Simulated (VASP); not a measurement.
Write the native input for VASP 6.6.1 that does the following.

```
Task                   : single point
Functional             : PBE
Potentials or basis    : VASP PAW PBE potentials, release 64 (Si)
Cutoff                 : 500 eV
k mesh                 : 6 × 6 × 4
Occupations            : gaussian, width 0.1 eV
Spin                   : no spin polarisation
Dipole correction      : no
Further INCAR settings : ALGO = Normal; EDIFF = 1e-06; NBANDS = 16
```

The structure of Si lies in POSCAR:

```
Si
1.0
    3.8676348169      0.0000000000      0.0000000000
    0.0000000000      3.8676348169      0.0000000000
    0.0000000000      0.0000000000      5.4696615977
Si
4
Direct
    0.0000000000      0.0000000000      0.0000000000
    0.0000000000      0.5000000000      0.2500000000
    0.5000000000      0.5000000000      0.5000000000
    0.5000000000      1.0000000000      0.7500000000
```

The input as run:

INCAR

```
SYSTEM = Si
ALGO     = Normal         ! electronic algorithm
EDIFF    = 1E-6           ! SCF threshold, eV
ENCUT    = 500            ! plane-wave cutoff, eV
GGA      = PE             ! functional
GGA_COMPAT= .False.      
ISIF     = 2              ! what is computed and relaxed
ISMEAR   = 0              ! smearing method
LASPH    = .True.         ! aspherical terms in the spheres
LCHARG   = .False.        ! write CHGCAR
LREAL    = .False.        ! projectors in reciprocal space
LWAVE    = .False.        ! write WAVECAR
NBANDS   = 16             ! bands
NELM     = 120            ! most SCF steps
PREC     = Accurate       ! precision mode
SIGMA    = 0.1            ! smearing width, eV
```

KPOINTS

```
k-points
0
Gamma
  6 6 4
  0 0 0
```

Potentials or basis: VASP PAW PBE potentials, release 64 (Si).

Command:

```console
$ cat potpaw_PBE.64/Si/POTCAR > POTCAR
$ mpirun -np 1 vasp_std > vasp.out
```

It gave:

```json
{
  "Pressure": "0.0 GPa",
  "Band gap on the k mesh": "0.65 eV"
}
```

Wall time 12 s on 1 thread of Intel(R) Xeon(R) 6975P-C (Granite Rapids), with other jobs on the host, peak memory 0.18 GiB.
